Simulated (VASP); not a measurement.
Write the native input for VASP 6.6.1 that does the following.

| Quantity | Value |
| --- | --- |
| Task | single point |
| Functional | PBE |
| Potentials or basis | VASP PAW PBE potentials, release 64 (Mg, O) |
| Cutoff | 600 eV |
| k mesh | 8 × 8 × 8 |
| Occupations | gaussian, width 0.01 eV |
| Spin | no spin polarisation |
| Dipole correction | no |
| Further INCAR settings | ALGO = Normal; EDIFF = 1e-06; NBANDS = 11 |

The structure of MgO lies in POSCAR:

```
MgO
1.0
    0.0000000000      2.1090500000      2.1090500000
    2.1090500000      0.0000000000      2.1090500000
    2.1090500000      2.1090500000      0.0000000000
Mg O
1 1
Direct
    0.0000000000      0.0000000000      0.0000000000
    0.5000000000      0.5000000000      0.5000000000
```

The input as run:

INCAR

```
PREC     = Accurate       # precision mode
ENCUT    = 600            # plane-wave cutoff, eV
EDIFF    = 1E-6           # SCF threshold, eV
ISMEAR   = 0              # smearing method
SIGMA    = 0.01           # smearing width, eV
LREAL    = F              # projectors in reciprocal space
LASPH    = T              # aspherical terms in the spheres
NELM     = 120            # most SCF steps
ALGO     = Normal         # electronic algorithm
ISIF     = 2              # what is computed and relaxed
LWAVE    = F              # write WAVECAR
LCHARG   = F              # write CHGCAR
GGA      = PE             # functional
NBANDS   = 11             # bands
GGA_COMPAT= F
```

KPOINTS

```
regular mesh
0
Gamma
  8 8 8
```

Potentials or basis: VASP PAW PBE potentials, release 64 (Mg, O).

Run with:

```bash
$ cat potpaw_PBE.64/Mg/POTCAR potpaw_PBE.64/O/POTCAR > POTCAR
$ mpirun -np 1 vasp_std > vasp.out
```

It gave:

```
Pressure               : 3.0 GPa
Band gap on the k mesh : 4.69 eV, direct
```

Wall time 2.9 s on 1 thread of Intel(R) Xeon(R) 6975P-C (Granite Rapids) (shared host), peak memory 0.13 GiB.
